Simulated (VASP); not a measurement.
A run of VASP 6.6.1 is set up as follows.

Contents of INCAR:

```
ALGO = Normal ; EDIFF = 1E-6
ENCUT = 700 ; GGA = PE
GGA_COMPAT = F ; ISIF = 2
ISMEAR = -1 ; LASPH = T
LCHARG = F ; LDAU = T
LDAUJ = 0 0 ; LDAUL = 2 -1
LDAUPRINT = 1 ; LDAUTYPE = 2
LDAUU = 4.5 0 ; LMAXMIX = 4
LREAL = F ; LWAVE = F
NBANDS = 20 ; NELM = 200
PREC = Accurate ; SIGMA = 0.05
```

The input KPOINTS:

```
k-points
0
Gamma
  10 10 10
```

POSCAR

```
CuO
1.0
    0.0000000000      2.2757635704      2.2757635704
    2.2757635704      0.0000000000      2.2757635704
    2.2757635704      2.2757635704      0.0000000000
Cu O
1 1
Direct
    0.0000000000      0.0000000000      0.0000000000
    0.2500000000      0.2500000000      0.2500000000
```

Potentials or basis: VASP PAW PBE potentials, release 64 (Cu_sv_GW, O).

Run with:

```sh
$ cat potpaw_PBE.64/Cu_sv_GW/POTCAR potpaw_PBE.64/O/POTCAR > POTCAR
$ mpirun -np 1 vasp_std > vasp.out
```

Problem. Predict the pressure.

Solution. -4.5 GPa.

Eigenvalues of the final occupation matrices:
| site | spin | trace | eigenvalues |
| --- | --- | --- | --- |
| site 1 d | 1 | 4.50 | 0.87 0.87 0.87 0.94 0.94 |
| site 1 d | 2 | 4.50 | 0.87 0.87 0.87 0.94 0.94 |

Caveat: an odd number of electrons without spin polarisation forces a metal; a magnetic or distorted state may lie lower; U without spin polarisation on a metal has little footing.
